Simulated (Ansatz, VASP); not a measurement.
# One calculation of C, two programs

```
CELL_PARAMETERS angstrom
1.22805 -2.12706 0.00000
1.22805 2.12706 0.00000
0.00000 0.00000 7.17327
ATOMIC_POSITIONS crystal
C 0.08338 0.91662 0.75314
C 0.58338 0.41662 0.24686
C 0.91662 0.08338 0.24686
C 0.41662 0.58338 0.75314
```

Alike in both runs: task single point; functional LDA; k mesh 18 × 18 × 6; no spin polarisation.

|  | VASP | Ansatz |
| --- | --- | --- |
| version | VASP 6.6.1 | Ansatz 0.2.0 |
| potentials or method | VASP PAW LDA potentials, release 64 (C), cutoff 520 eV | scalar-relativistic, plane waves, PAW |
| occupations | methfessel-paxton of order 1, width 0.3 eV | cold, width 0.3 eV |
| valence electrons in the cell | 16 | 16 |

```tsv
	VASP	Ansatz	Ansatz less VASP
gap on the k mesh at the Fermi level (eV)	0.02	0.02	0.000
least direct gap on the mesh (eV)	0.02	0.02	0.000
pressure (GPa)	-3.2	-3.9	-0.73
traceless stress, the component that is largest in VASP (GPa)	1.95	2.85	+0.891
rms of the force components (eV/Å)	0.015	0.019	+0.0040
```

LDA's correlation is that of Perdew and Zunger in VASP and of Perdew and Wang (1992) in Ansatz. Atom by atom the forces differ by 0.004 eV/Å (rms over components).
